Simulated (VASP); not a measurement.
Crystal: Sb.

```
Sb
1.0
     3.77856    2.18155    3.02869
    -3.77856    2.18155    3.02869
     0.00000   -4.36311    3.02869
Sb
5
Cartesian
  -1.9137 2.1816 3.0287
  -0.9324 -2.7481 3.0287
  2.8461 0.5665 3.0287
  0.0000 0.0000 2.3432
  0.0000 0.0000 6.7429
```

| Item | Value |
| --- | --- |
| Program | VASP 6.6.1 |
| Task | relaxation of cell and atoms |
| Functional | PBE |
| Potentials or basis | VASP PAW PBE potentials, release 64 (Sb) |
| Cutoff | 600 eV |
| k mesh | 3 × 3 × 3 |
| Occupations | gaussian, width 0.1 eV |
| Spin | no spin polarisation |

At the start: pressure 9.2 GPa; volume 29.96 Å³/atom.

Problem. Where does the relaxation end?

Solution. Over 12 steps the energy falls by 132.4 meV/atom and the volume is 34.65 Å³/atom (+15.7 %); space group R32 (No. 155, to 0.1 Å) before and after.

Step by step:
```tsv
step	energy change (eV)	largest force (eV/Å)	pressure (GPa)	volume (Å³)
1	0.0000	0.8250	9.21	149.80
2	-0.4336	0.2541	-3.41	190.33
3	-0.6286	0.1812	-0.07	173.74
4	-0.6284	0.1837	0.06	173.24
5	-0.6340	0.1637	0.09	173.06
6	-0.6475	0.1025	0.18	172.50
7	-0.6582	0.0361	0.46	171.34
8	-0.6596	0.0788	-0.29	174.28
9	-0.6609	0.0617	0.02	173.05
10	-0.6609	0.0624	0.00	173.08
11	-0.6613	0.0551	0.01	173.13
12	-0.6622	0.0334	0.02	173.27
```

Final structure:
```yaml
crystal:
  lattice:
    - [4.03649, 2.33047, 3.06997]
    - [-4.03649, 2.33047, 3.06997]
    - [0.00000, -4.66094, 3.06997]
  atoms:
    - { symbol: Sb, position: [0.25890, 0.74110, 0.00000] }
    - { symbol: Sb, position: [0.00000, 0.25890, 0.74110] }
    - { symbol: Sb, position: [0.74110, 0.00000, 0.25890] }
    - { symbol: Sb, position: [0.26137, 0.26137, 0.26137] }
    - { symbol: Sb, position: [0.73863, 0.73863, 0.73863] }
```

Caveat: the k points lie up to 0.38 Å⁻¹ apart in the final cell, too coarse for converged energies and pressures of a metal; the volume moved by over 15 % at a fixed basis, so the end points are rough.
